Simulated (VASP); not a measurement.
# InSe (C2/m) in VASP: a series of runs

InSe is run at these levels: PBEsol, r2SCAN; tasks: single point.

Program: VASP 6.6.1. These are calculated values, not measurements. Logs are shortened: lines on timing, memory, paths and dates and some standing lists are left out, and cuts for length are marked.

## (1) The cell of the first run

It takes space group C2/m (No. 12, monoclinic). The conventional cell has a = 11.653 Å, b = 4.109 Å, c = 5.073 Å, α = 90.00°, β = 109.86°, γ = 90.00°. In (site symmetry m) has 3 Se at 2.68 to 2.69 Å and 1 In at 2.80 Å within 3.5 Å. Within 3.5 Å of Se (site symmetry m) lie 3 In at 2.68 to 2.69 Å.

## (2) Single point, PBEsol

File INCAR:

```
SYSTEM = InSe
  PREC = Accurate
  ENCUT = 520
  EDIFF = 1E-7
  ISMEAR = -1
  SIGMA = 0.05
  LREAL = .False.
  LASPH = .True.
  NELM = 80
  ALGO = Normal
  ISIF = 2
  LWAVE = .False.
  LCHARG = .False.
  GGA = PS
  NBANDS = 27
```

File KPOINTS:

```
regular mesh
0
Gamma
  5 5 4
  0 0 0
```

File POSCAR:

```
InSe
1.0
    5.8263928781     -2.0546489550      0.0000000000
    5.8263928781      2.0546489550      0.0000000000
   -1.7232330140      0.0000000000      4.7713478577
In Se
2 2
Direct
    0.8882032500      0.8882032500      0.0468413600
    0.1117967500      0.1117967500      0.9531586400
    0.6609275900      0.6609275900      0.6689556200
    0.3390724100      0.3390724100      0.3310443800
```

Potentials or basis: VASP PAW PBE potentials, release 64 (In_d, Se).

Launch:

```sh
> cat potpaw_PBE.64/In_d/POTCAR potpaw_PBE.64/Se/POTCAR > POTCAR
> mpirun -np 1 vasp_std > vasp.out
```

OUTCAR:

```text
SYSTEM = InSe
   PREC = Accurate
   ENCUT = 520
   EDIFF = 1E-7
   ISMEAR = -1
   LREAL = .False.
   LASPH = .True.
   NELM = 80
   ISIF = 2
   GGA = PS

 ion  position               nearest neighbor table
   1  0.888  0.888  0.047-   4 2.68   4 2.68   3 2.69   2 2.80   2 3.71   2 3.71
   2  0.112  0.112  0.953-   3 2.68   3 2.68   4 2.69   1 2.80   1 3.71   1 3.71
   3  0.661  0.661  0.669-   2 2.68   2 2.68   1 2.69
   4  0.339  0.339  0.331-   1 2.68   1 2.68   2 2.69

  LATTYP: Found a base centered monoclinic cell.
 ALAT       =    11.6527857562
 B/A-ratio  =     0.3526451096
 C/A-ratio  =     0.4353462338
 COS(beta)  =    -0.3396874117

  Lattice vectors:

 A1 = (   5.8263928781,  -2.0546489550,   0.0000000000)
 A2 = (   5.8263928781,   2.0546489550,   0.0000000000)
 A3 = (  -1.7232330140,   0.0000000000,   4.7713478577)

Analysis of symmetry for initial positions (statically):
=====================================================================
 Subroutine PRICEL returns:
 Original cell was already a primitive cell.

 Routine SETGRP: Setting up the symmetry group for a
 base centered monoclinic supercell.

 Subroutine GETGRP returns: Found  4 space group operations
 (whereof  4 operations were pure point group operations)
 out of a pool of  4 trial point group operations.

The static configuration has the point symmetry C_2h.

Analysis of symmetry for dynamics (positions and initial velocities):
=====================================================================
 Subroutine PRICEL returns:
 Original cell was already a primitive cell.

 Routine SETGRP: Setting up the symmetry group for a
 base centered monoclinic supercell.

 Subroutine GETGRP returns: Found  4 space group operations
 (whereof  4 operations were pure point group operations)
 out of a pool of  4 trial point group operations.

The dynamic configuration has the point symmetry C_2h.

 Subroutine INISYM returns: Found  4 space group operations
 (whereof  4 operations are pure point group operations),
 and found     1 'primitive' translations

----------------------------------------------------------------------------------------

                                     Primitive cell

  volume of cell :     114.2374

  direct lattice vectors                    reciprocal lattice vectors
     5.826392878 -2.054648955  0.000000000     0.085816389 -0.243350573  0.030993681
     5.826392878  2.054648955  0.000000000     0.085816389  0.243350573  0.030993681
    -1.723233014  0.000000000  4.771347858     0.000000000  0.000000000  0.209584384

  length of vectors
     6.178060885  6.178060885  5.072996393     0.259893367  0.259893367  0.209584384

  position of ions in fractional coordinates (direct lattice)
     0.888203250  0.888203250  0.046841360
     0.111796750  0.111796750  0.953158640
     0.660927590  0.660927590  0.668955620
     0.339072410  0.339072410  0.331044380

  ion indices of the primitive-cell ions
   primitive index   ion index
                 1           1
                 2           2
                 3           3
                 4           4

----------------------------------------------------------------------------------------

 KPOINTS: regular mesh

Automatic generation of k-mesh.
 Grid dimensions read from file:
 generate k-points for:    5    5    4

 Generating k-lattice:

  Cartesian coordinates                     Fractional coordinates (reciprocal lattice)
     0.017163278 -0.048670115  0.006198736     0.200000000  0.000000000  0.000000000
     0.017163278  0.048670115  0.006198736     0.000000000  0.200000000  0.000000000
     0.000000000  0.000000000  0.052396096     0.000000000  0.000000000  0.250000000

  Length of vectors
     0.051978673  0.051978673  0.052396096

  Shift w.r.t. Gamma in fractional coordinates (k-lattice)
     0.000000000  0.000000000  0.000000000

 Subroutine IBZKPT returns following result:
 ===========================================

 Found     33 irreducible k-points:

 Following reciprocal coordinates:
            Coordinates               Weight
  0.000000  0.000000  0.000000      1.000000
  0.200000 -0.000000 -0.000000      4.000000
  0.400000  0.000000 -0.000000      4.000000
  0.200000  0.200000 -0.000000      2.000000
  0.400000  0.200000 -0.000000      4.000000
 -0.400000  0.200000  0.000000      4.000000
[... 16 lines left out ...]
 -0.200000 -0.400000  0.250000      4.000000
 -0.200000 -0.200000  0.250000      2.000000
 [... further k-points ...]
   k-points           NKPTS =     33   k-points in BZ     NKDIM =     33   number of bands    NBANDS=     27
   number of dos      NEDOS =    301   number of ions     NIONS =      4
   total plane-waves  NPLWV =  92160
   dimension x,y,z NGX =    48 NGY =   48 NGZ =   40
   dimension x,y,z NGXF=    96 NGYF=   96 NGZF=   80
   ions per type =               2   2
   NGX,Y,Z   is equivalent  to a cutoff of  12.92, 12.92, 13.11 a.u.
   NGXF,Y,Z  is equivalent  to a cutoff of  25.83, 25.83, 26.22 a.u.
 SYSTEM =  InSe
   PREC   = accura    normal or accurate (medium, high low for compatibility)
   ISTART =      0    job   : 0-new  1-cont  2-samecut
   ICHARG =      2    charge: 1-file 2-atom 10-const
   ISPIN  =      1    spin polarized calculation?
   LNONCOLLINEAR =      F non collinear calculations
   LSORBIT =      F    spin-orbit coupling
   LASPH  =      T    aspherical Exc in radial PAW
   ENCUT  =  520.0 eV  38.22 Ry    6.18 a.u.  11.49 11.49  9.43*2*pi/ulx,y,z
   NELM   =     80;   NELMIN=  2; NELMDL= -5     # of ELM steps
   EDIFF  = 0.1E-06   stopping-criterion for ELM
   LREAL  =      F    real-space projection
   EDIFFG = 0.1E-05   stopping-criterion for IOM
   NSW    =      0    number of steps for IOM
   IBRION =     -1    ionic relax: 0-MD 1-quasi-New 2-CG
   NFREE  =      0    steps in history (QN), initial steepest desc. (CG)
   ISIF   =      2    stress and relaxation
   ISYM   =      2    0-nonsym 1-usesym 2-fastsym
   POTIM  = 0.5000    time-step for ionic-motion
   TEBEG  =    0.0;   TEEND  =   0.0 temperature during run
   PSTRESS=    0.0 pullay stress
   NELECT =      38.0000    total number of electrons
   NUPDOWN=      -1.0000    fix difference up-down
   EMIN   =  10.00;   EMAX   =-10.00  energy-range for DOS
   EFERMI =   0.00;   METHOD = LEGACY
   ISMEAR =    -1;   SIGMA  =   0.05  broadening in eV -4-tet -1-fermi 0-gaus
   EFERMI_NEDOS =   21; number of points for ismear=-14 and -15
   IALGO  =     38    algorithm
   IMIX   =      4    mixing-type and parameters
     AMIX     =   0.40;   BMIX     =  1.00
     AMIX_MAG =   1.60;   BMIX_MAG =  1.00
  volume/ion in A,a.u.               =      28.56       192.73
  Fermi-wavevector in a.u.,A,eV,Ry     =   1.134314  2.143542 17.506177  1.286668
  Thomas-Fermi vector in A             =   2.271018
   LORBIT       =      0    0 simple, 1 ext, 2 COOP (PROOUT), +10 PAW based schemes
   GGA     = PS    functional components
   LHFCALC =     F    Hartree Fock is set to
   AEXX    =    0.0000 exact exchange contribution
   IVDW    =     0    specifies the selected vdW correction
   LEPSILON=     F    determine dielectric tensor
   LRPA    =     F    only Hartree local field effects (RPA)
 non-spin polarized calculation
  energy-cutoff  :      520.00
  volume of cell :      114.24
 maximum number of plane-waves:      3098
 NGX is ok and might be reduce to    48
   NGX = 23   NGY = 23   NGZ = 19

 number of electron      38.0000006 magnetization

 Free energy of the ion-electron system (eV)
  ---------------------------------------------------
  ext. energy  EPLUGINS =         0.00000000
  ---------------------------------------------------
  free energy    TOTEN  =       -15.49890620 eV

  energy without entropy =      -15.49890520  energy(sigma->0) =      -15.49890570

 E-fermi :   4.3561     XC(G=0):  -9.2694

 val. band max:        3.8182324658   @ k =  -0.4000  -0.4000   0.2500
 cond. band min:       4.8621127672   @ k =   0.0000   0.0000   0.5000
 fundamental gap:      1.0438803014
 Fermi energy:         4.3561136348

 k-point     1 :       0.0000    0.0000    0.0000
  band No.  band energies     occupation
      1     -10.6377      2.00000
      2     -10.5199      2.00000
      3     -10.3322      2.00000
      4     -10.3028      2.00000
      5     -10.2638      2.00000
      6     -10.2607      2.00000
[... 19 lines left out ...]
     26      10.4997      0.00000
     27      11.9898      0.00000

 k-point     2 :       0.2000   -0.0000   -0.0000
  band No.  band energies     occupation
      1     -10.6304      2.00000
      2     -10.5162      2.00000
      3     -10.4430      2.00000
      4     -10.2955      2.00000
      5     -10.2767      2.00000
      6     -10.2408      2.00000
[... 19 lines left out ...]
     26      10.3536      0.00000
     27      12.0180      0.00000

 k-point     3 :       0.4000    0.0000   -0.0000
  band No.  band energies     occupation
      1     -10.6400      2.00000
      2     -10.5454      2.00000
      3     -10.4872      2.00000
      4     -10.3412      2.00000
      5     -10.2639      2.00000
      6     -10.2560      2.00000
[... 19 lines left out ...]
     26      10.7111      0.00000
     27      12.0081      0.00000

 k-point     4 :       0.2000    0.2000   -0.0000
  band No.  band energies     occupation
      1     -10.6253      2.00000
      2     -10.5155      2.00000
      3     -10.3558      2.00000
      4     -10.3022      2.00000
      5     -10.2754      2.00000
      6     -10.2704      2.00000
[... 19 lines left out ...]
     26      10.4607      0.00000
     27      12.1091      0.00000
[... 516 lines left out ...]
      4     -10.3489      2.00000
      5     -10.2863      2.00000
      6     -10.2710      2.00000
[... 19 lines left out ...]
     26      10.1826      0.00000
     27      11.3339      0.00000

 k-point    23 :      -0.2000   -0.4000    0.2500
  band No.  band energies     occupation
      1     -10.6277      2.00000
      2     -10.5065      2.00000
      3     -10.4208      2.00000
      4     -10.3520      2.00000
      5     -10.2962      2.00000
      6     -10.2474      2.00000
[... 19 lines left out ...]
     26      10.8950      0.00000
     27      11.6525      0.00000

 k-point    24 :      -0.2000   -0.2000    0.2500
  band No.  band energies     occupation
      1     -10.6298      2.00000
      2     -10.5164      2.00000
      3     -10.3573      2.00000
      4     -10.2990      2.00000
      5     -10.2796      2.00000
      6     -10.2748      2.00000
[... 19 lines left out ...]
     26      10.7258      0.00000
     27      11.7383      0.00000

 [... further k-points ...]
[... 5 lines left out ...]
  --------------------------------------------------------------------------------------
  -------------------------------------------------------------------------------------
  Total       -0.9995652     -0.6902968     -0.6519704      0.0000000      0.0000000      0.0102133
  in kB      -14.0188780     -9.6813958     -9.1438686      0.0000000      0.0000000      0.1432415
  external PRESSURE =     -10.9480475 kB  Pullay stress =       0.0000000 kB

 VOLUME and BASIS-vectors are now :
 -----------------------------------------------------------------------------
  energy-cutoff  :      520.00
  volume of cell :      114.24
      direct lattice vectors                 reciprocal lattice vectors
     5.826392878 -2.054648955  0.000000000     0.085816389 -0.243350573  0.030993681
     5.826392878  2.054648955  0.000000000     0.085816389  0.243350573  0.030993681
    -1.723233014  0.000000000  4.771347858     0.000000000  0.000000000  0.209584384

 POSITION                                       TOTAL-FORCE (eV/Angst)
 -----------------------------------------------------------------------------------
     10.26932      0.00000      0.22350        -0.015374      0.000000     -0.012208
     -0.33977      0.00000      4.54785         0.015374      0.000000      0.012208
      6.54888      0.00000      3.19182         0.013667      0.000000     -0.077649
      3.38067      0.00000      1.57953        -0.013667      0.000000      0.077649
 -----------------------------------------------------------------------------------
    total drift:                               -0.000000     -0.000000      0.000000

  FREE ENERGIE OF THE ION-ELECTRON SYSTEM (eV)
  ---------------------------------------------------
  free  energy   TOTEN  =       -15.4989061952 eV

  energy  without entropy=      -15.4989052015  energy(sigma->0) =      -15.49890570
```

It took 1.9 min on 1 thread of Intel Xeon Platinum 8375C at 2.90GHz (Ice Lake), shared host; peak memory 0.33 GiB.

Results:

* Free energy: -15.4989 eV
* Pressure: -1.1 GPa
* Largest force: 0.079 eV/Å
* Band gap on the k mesh: 1.04 eV, indirect (least direct gap 1.23 eV)

Forces on the atoms (eV/Å):
```
In  -0.015  0.000 -0.012
In   0.015  0.000  0.012
Se   0.014  0.000 -0.078
Se  -0.014  0.000  0.078
```

Caveat: the PAW data sets were made with another functional, which shifts forces and pressure a little; spin-orbit coupling is left out, which moves the levels of the heavy elements.

## (3) Single point, PBEsol

This run uses another cell than the first one, of 30.27 Å³/atom, 1.060 times its volume.

File INCAR:

```
SYSTEM = InSe
PREC = Accurate ; ENCUT = 520
EDIFF = 1E-7 ; ISMEAR = -1
SIGMA = 0.05 ; LREAL = .FALSE.
LASPH = .TRUE. ; NELM = 80
ALGO = Normal ; ISIF = 2
LWAVE = .FALSE. ; LCHARG = .TRUE.
GGA = PS ; LELF = .TRUE.
LVHAR = .TRUE. ; NBANDS = 27
```

File KPOINTS:

```
regular mesh
0
G
  7 7 6
  0 0 0
```

File POSCAR:

```
InSe
1.0
    5.9406648870     -2.0949464201      0.0000000000
    5.9406648870      2.0949464201      0.0000000000
   -1.7570304771      0.0000000000      4.8649274559
In Se
2 2
Direct
    0.8882032500      0.8882032500      0.0468413600
    0.1117967500      0.1117967500      0.9531586400
    0.6609275900      0.6609275900      0.6689556200
    0.3390724100      0.3390724100      0.3310443800
```

Potentials or basis: VASP PAW PBE potentials, release 64 (In_d, Se).

Launch:

```sh
> cat potpaw_PBE.64/In_d/POTCAR potpaw_PBE.64/Se/POTCAR > POTCAR
> mpirun -np 1 vasp_std > vasp.out
```

It took 4.5 min on 1 thread of AMD EPYC 9R45 (Zen 5), shared host; peak memory 0.42 GiB.

The run converged. Its results:

| Item | Value |
| --- | --- |
| Free energy | -15.4018 eV |
| Pressure | -3.5 GPa |
| Largest force | 0.326 eV/Å |
| Band gap on the k mesh | 0.97 eV, indirect (least direct gap 0.99 eV) |

Forces on the atoms (eV/Å):
```
In  -0.250  0.000  0.041
In   0.250  0.000 -0.041
Se  -0.012  0.000  0.326
Se   0.012  0.000 -0.326
```

Stress tensor (GPa, compression positive):
```
-4.14  0.00 -0.07
 0.00 -3.56  0.00
-0.07  0.00 -2.89
```

Levels at points of the mesh, in eV from the valence-band top:
```
           k point  band 16  band 17  band 18  band 19  band 20  band 21  band 22  band 23
(0.00, 0.00, 0.00)    -2.06    -1.83    -1.22    -1.04     2.45     2.95     3.49     4.69
(0.00, 0.00, 0.50)    -1.64    -1.31    -0.98    -0.35     0.97     2.00     3.37     3.84
```

Caveat: the PAW data sets were made with another functional, which shifts forces and pressure a little; spin-orbit coupling is left out, which moves the levels of the heavy elements. A k mesh can miss the band edges.

[end of part 1 of 2]
